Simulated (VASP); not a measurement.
# Pd2S (Pnnm) in VASP: notebook, part 2 of 2

VASP 6.6.1.

### 4 Single point, PBE

This run uses another cell than the first one, of 16.23 Å³/atom.

File INCAR:

```
SYSTEM = Pd2S
PREC = Accurate
ENCUT = 520
EDIFF = 1E-7
ISMEAR = 0
SIGMA = 0.1
LREAL = .False.
LASPH = .True.
NELM = 100
ALGO = Normal
ISIF = 2
LWAVE = .False.
LCHARG = .False.
GGA = PE
NBANDS = 35
```

File KPOINTS:

```
regular mesh
0
Gamma
  10 6 10
  0 0 0
```

File POSCAR:

```
Pd2S
1.0
    3.7021891249      0.0000000000      0.0000000000
    0.0000000000      6.6668570823      0.0000000000
    0.0000000000      0.0000000000      3.9447197021
Pd S
4 2
Direct
    0.2696268130      0.3299491921      0.0000000000
    0.7303731870      0.6700508079      0.0000000000
    0.7696268130      0.1700508079      0.5000000000
    0.2303731870      0.8299491921      0.5000000000
    0.0000000000      0.0000000000      0.0000000000
    0.5000000000      0.5000000000      0.5000000000
```

Potentials or basis: VASP PAW PBE potentials, release 64 (Pd, S).

Command:

```bash
> cat potpaw_PBE.64/Pd/POTCAR potpaw_PBE.64/S/POTCAR > POTCAR
> mpirun -np 1 vasp_std > vasp.out
```

OUTCAR:

```text
SYSTEM = Pd2S
   PREC = Accurate
   ENCUT = 520
   EDIFF = 1E-7
   ISMEAR = 0
   LREAL = .False.
   LASPH = .True.
   NELM = 100
   ISIF = 2
   GGA = PE

 ion  position               nearest neighbor table
   1  0.270  0.330  0.000-   5 2.42   6 2.43   6 2.43   2 2.84   3 2.91   3 2.91   3 2.91   3 2.91
                             2 3.02
   2  0.730  0.670  0.000-   5 2.42   6 2.43   6 2.43   1 2.84   4 2.91   4 2.91   4 2.91   4 2.91
                             1 3.02
   3  0.770  0.170  0.500-   6 2.42   5 2.43   5 2.43   4 2.84   1 2.91   1 2.91   1 2.91   1 2.91
                             4 3.02
   4  0.230  0.830  0.500-   6 2.42   5 2.43   5 2.43   3 2.84   2 2.91   2 2.91   2 2.91   2 2.91
                             3 3.02
   5  0.000  0.000  0.000-   1 2.42   2 2.42   3 2.43   4 2.43   3 2.43   4 2.43
   6  0.500  0.500  0.500-   3 2.42   4 2.42   1 2.43   2 2.43   1 2.43   2 2.43

  LATTYP: Found a simple orthorhombic cell.
 ALAT       =     3.7021891249
 B/A-ratio  =     1.0655100453
 C/A-ratio  =     1.8007878197

  Lattice vectors:

 A1 = (  -3.7021891249,   0.0000000000,   0.0000000000)
 A2 = (   0.0000000000,   0.0000000000,   3.9447197021)
 A3 = (   0.0000000000,   6.6668570823,   0.0000000000)

[... 189 lines left out ...]
 fundamental gap:      0.0037399435
 Fermi energy:         8.5932039492

 k-point     1 :       0.0000    0.0000    0.0000
  band No.  band energies     occupation
      1      -6.2286      2.00000
      2      -5.5333      2.00000
      3       1.4737      2.00000
      4       1.8262      2.00000
      5       2.3103      2.00000
      6       2.9275      2.00000
[... 901 lines left out ...]
     34      14.2364      0.00000
     35      15.8233      0.00000

 [... further k-points ...]

------------------------ aborting loop because EDIFF is reached ----------------------------------------

  FORCE on cell =-STRESS in cart. coord.  units (eV):
  Direction    XX          YY          ZZ          XY          YZ          ZX
  --------------------------------------------------------------------------------------
  -------------------------------------------------------------------------------------
  Total       -0.0521303     -0.0233043     -0.0437267      0.0000000      0.0000000      0.0000000
  in kB       -0.8578368     -0.3834870     -0.7195507      0.0000000      0.0000000      0.0000000
  external PRESSURE =      -0.6536249 kB  Pullay stress =       0.0000000 kB

 VOLUME and BASIS-vectors are now :
 -----------------------------------------------------------------------------
  energy-cutoff  :      520.00
  volume of cell :       97.36
      direct lattice vectors                 reciprocal lattice vectors
     3.702189125  0.000000000  0.000000000     0.270110458  0.000000000  0.000000000
     0.000000000  6.666857082  0.000000000     0.000000000  0.149995716  0.000000000
     0.000000000  0.000000000  3.944719702     0.000000000  0.000000000  0.253503436

 POSITION                                       TOTAL-FORCE (eV/Angst)
 -----------------------------------------------------------------------------------
      0.99821      2.19972      0.00000         0.000669      0.000766      0.000000
      2.70398      4.46713      0.00000        -0.000669     -0.000766     -0.000000
      2.84930      1.13370      1.97236         0.000669     -0.000766      0.000000
      0.85289      5.53315      1.97236        -0.000669      0.000766     -0.000000
      0.00000      0.00000      0.00000         0.000000      0.000000      0.000000
      1.85109      3.33343      1.97236         0.000000      0.000000      0.000000
 -----------------------------------------------------------------------------------
    total drift:                                0.000000      0.000000     -0.000000

  FREE ENERGIE OF THE ION-ELECTRON SYSTEM (eV)
  ---------------------------------------------------
  free  energy   TOTEN  =       -29.7478862958 eV

  energy  without entropy=      -29.7194067521  energy(sigma->0) =      -29.73364652
```

stdout:

```text
POSCAR found type information on POSCAR PdS
 POSCAR found :  2 types and       6 ions
 scaLAPACK will be used
 LDA part: xc-table for (Slater+PW92), standard interpolation
 POSCAR, INCAR and KPOINTS ok, starting setup
 FFT: planning ... GRIDC
 FFT: planning ... GRID_SOFT
 FFT: planning ... GRID
 WAVECAR not read
 entering main loop
```

It took 3.7 min on 1 thread of Intel Xeon 6975P-C (Granite Rapids), shared host; peak memory 0.48 GiB.

What came out:

* Free energy: -29.7479 eV
* Pressure: -0.1 GPa
* Band gap on the k mesh: zero (bands 26 and 27 overlap by 0.78 eV)

### 5 Relaxation of cell and atoms, PBE

File INCAR:

```
  ALGO = Fast
  EDIFF = 1E-6
  EDIFFG = -0.01
  ENCUT = 600
  GGA = PE
  IBRION = 2
  ISIF = 3
  ISMEAR = 0
  LASPH = True
  LCHARG = False
  LREAL = False
  LWAVE = False
  NELM = 100
  NSW = 100
  PREC = Accurate
  SIGMA = 0.1
```

File KPOINTS:

```
k-points
0
Gamma
  10 6 10
```

File POSCAR:

```
Pd2S
1.0
    3.7227763004      0.0000000000      0.0000000000
    0.0000000000      6.6190810960      0.0000000000
    0.0000000000      0.0000000000      3.9629067717
Pd S
4 2
Direct
    0.2720615732      0.3312302401      0.0000000000
    0.7279384268      0.6687697599      0.0000000000
    0.7720615732      0.1687697599      0.5000000000
    0.2279384268      0.8312302401      0.5000000000
    0.0000000000      0.0000000000      0.0000000000
    0.5000000000      0.5000000000      0.5000000000
```

Command:

```bash
> cat potpaw_PBE.64/Pd/POTCAR potpaw_PBE.64/S/POTCAR > POTCAR
> mpirun -np 1 vasp_std > vasp.out
```

It took 41 min on 1 thread of Oxide Virtual Turin-like, shared host; peak memory 0.51 GiB.

Results (log left out):

```
Free energy                           : -29.7484 eV
Relaxed volume                        : 16.23 Å³/atom
Relaxed cell                          : a = 3.705 Å, b = 6.665 Å, c = 3.942 Å, α = 90.00°, β = 90.00°, γ = 90.00°
Space group after relaxing (to 0.1 Å) : Pnnm (No. 58)
Energy gained by relaxing             : 0.4 meV/atom
Ionic steps                           : 7
Pressure after relaxing               : 0.0 GPa
Largest force after relaxing          : 0.004 eV/Å
Band gap on the k mesh                : zero (bands 26 and 27 overlap by 0.78 eV)
```

Forces on the atoms (eV/Å):
```
Pd  -0.002  0.004  0.000
Pd   0.002 -0.004  0.000
Pd  -0.002 -0.004  0.000
Pd   0.002  0.004  0.000
S    0.000  0.000  0.000
S    0.000  0.000  0.000
```

Stress tensor (GPa, compression positive):
```
-0.03  0.00  0.00
 0.00  0.07  0.00
 0.00  0.00  0.07
```

The path:
```tsv
step	energy change (eV)	largest force (eV/Å)	pressure (GPa)	volume (Å³)
1	0.0000	0.0478	-0.12	97.65
2	-0.0009	0.0381	0.02	97.48
3	-0.0015	0.0286	0.25	97.27
4	-0.0011	0.0145	0.74	96.85
5	-0.0016	0.0243	0.42	97.13
6	-0.0020	0.0159	0.31	97.19
7	-0.0025	0.0040	0.04	97.35
```

Final structure:
```xyz
6
Lattice="3.7046 0.0000 0.0000 0.0000 6.6654 0.0000 0.0000 0.0000 3.9424" Properties=species:S:1:pos:R:3 pbc="T T T"
Pd    1.0010    2.1980    0.0000
Pd    2.7036    4.4674    0.0000
Pd    2.8533    1.1347    1.9712
Pd    0.8513    5.5307    1.9712
S     3.7046    0.0000    0.0000
S     1.8523    3.3327    1.9712
```

Levels at points of the mesh, in eV from the Fermi level:
```csv
k point,band 24,band 25,band 26,band 27,band 28,band 29
"(0.00, 0.00, 0.00)",-0.82,-0.37,0.21,0.49,1.49,1.87
"(0.50, 0.00, 0.00)",-1.55,-0.25,-0.25,1.00,1.00,2.82
"(0.00, 0.50, 0.00)",-1.06,0.01,0.01,0.27,0.27,2.01
"(0.50, 0.50, 0.00)",-1.69,0.52,0.52,1.00,1.00,2.30
"(0.00, 0.00, 0.50)",-1.73,-1.13,-1.13,0.06,0.06,4.17
"(0.50, 0.00, 0.50)",-1.47,-0.15,-0.15,0.49,0.49,1.86
"(0.00, 0.50, 0.50)",-1.33,-1.22,-1.22,0.27,0.27,2.98
"(0.50, 0.50, 0.50)",-2.13,-0.53,-0.53,0.26,0.26,3.33
```

### 6 Overview

| task | cell | k mesh | cutoff (eV) | gap on the mesh (eV) | pressure (GPa) | relaxed volume (Å³/atom) | largest force (eV/Å) |
| --- | --- | --- | --- | --- | --- | --- | --- |
| single point | a = 3.723, b = 6.619, c = 3.963 Å, 6 atoms, atomic positions A | 6 × 4 × 4 | 520 | none | -0.1 | - | 0.03 |
| relaxation of cell and atoms | relaxed from a = 3.721, b = 6.643, c = 3.952 Å, 6 atoms, atomic positions B | 6 × 4 × 4 | 600 | none | 0.0 | 16.26 | 0.04 |
| single point | a = 3.702, b = 6.667, c = 3.945 Å, 6 atoms, atomic positions C | 10 × 6 × 10 | 520 | none | -0.1 | - | - |
| relaxation of cell and atoms | relaxed from a = 3.723, b = 6.619, c = 3.963 Å, 6 atoms, atomic positions A | 10 × 6 × 10 | 600 | none | 0.0 | 16.23 | - |

Alike in all rows: level PBE; potentials or basis VASP PAW PBE potentials, release 64 (Pd, S); no spin polarisation; smearing gaussian 0.1 eV.

Caveats: some runs use coarse meshes.

Absolute energies hang on the potentials; compare differences alone.
